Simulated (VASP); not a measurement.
Write the native input for VASP 6.6.1 that does the following.

```yaml
Task: single point
Functional: PBE
Dispersion: D3(BJ)
Potentials_or_basis: VASP PAW PBE potentials, release 64 (Mo_sv)
Cutoff: 500 eV
k_mesh: 8 × 8 × 8
Occupations: gaussian, width 0.1 eV
Spin: no spin polarisation
Dipole_correction: no
Further_INCAR_settings: ALGO = Normal; EDIFF = 1e-06; NBANDS = 21
```

The structure of Mo lies in POSCAR:

```
Mo
1.0
    0.0000000000      2.6818965996      2.6818965996
    2.6818965996      0.0000000000      2.6818965996
    2.6818965996      2.6818965996      0.0000000000
Mo
2
Direct
    1.0000000000      1.0000000000      1.0000000000
    0.2500000000      0.2500000000      0.2500000000
```

This isn't the form of Mo at room conditions, which is bcc.

One way to write it, as run:

INCAR

```
SYSTEM = Mo
PREC = Accurate
ENCUT = 500
EDIFF = 1E-6
ISMEAR = 0
SIGMA = 0.1
LREAL = .FALSE.
LASPH = .TRUE.
NELM = 120
ALGO = Normal
ISIF = 2
LWAVE = .FALSE.
LCHARG = .FALSE.
GGA = PE
IVDW = 12
NBANDS = 21
GGA_COMPAT = .FALSE.
```

KPOINTS

```
Automatic mesh
0
G
  8 8 8
  0 0 0
```

Potentials or basis: VASP PAW PBE potentials, release 64 (Mo_sv).

Command:

```sh
$ cat potpaw_PBE.64/Mo_sv/POTCAR > POTCAR
$ mpirun -np 1 vasp_std > vasp.out
```

Results of the run:

| Item | Value |
| --- | --- |
| Pressure | 21.1 GPa |
| Band gap on the k mesh | zero (bands 14 and 15 overlap by 0.49 eV) |
| Dispersion energy per atom | -0.872 eV |

Caveat: the cell stands under pressure.

Wall time 9.6 s on 1 thread of Intel(R) Xeon(R) 6975P-C (Granite Rapids), on a shared host, peak memory 0.16 GiB.
